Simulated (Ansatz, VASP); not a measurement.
FeGe in VASP and in Ansatz

```
Fe Ge
1.0
     2.89351    0.00000    0.00000
     0.00000    2.89351    0.00000
     0.00000    0.00000    2.89351
Fe Ge
1 1
Direct
  0.50000 0.50000 0.50000
  0.00000 0.00000 0.00000
```

Alike in both runs: functional PBE; k mesh 20 × 20 × 20; occupations gaussian, width 0.1 eV; collinear spin.

Ansatz relaxed the structure, and its values are those at the end. VASP's run is a single point on that final structure, the one shown.

|  | VASP | Ansatz |
| --- | --- | --- |
| version | VASP 6.6.1 | Ansatz 0.2.0 |
| potentials or method | VASP PAW PBE potentials, release 64 (Fe, Ge_d), cutoff 520 eV | scalar-relativistic, plane waves, PAW |
| valence electrons in the cell | 22 | 30 |

Ansatz gave:

```
gap on the k mesh at the Fermi level (eV) : none
pressure (GPa)                            : 0.0
net moment per atom (μB)                  : 0.00
```

**Question.** What did VASP give for the same quantities?

**Answer.** gap on the k mesh at the Fermi level (eV): none; pressure (GPa): 0.3; net moment per atom (μB): 0.00.

A gap of «none» marks a metal or a gap that the smearing closes. VASP's potentials hold 22 valence electrons a cell and Ansatz's 30, so a difference there can come from the potentials and not from the codes. Ansatz's warnings: seeded moment not kept.
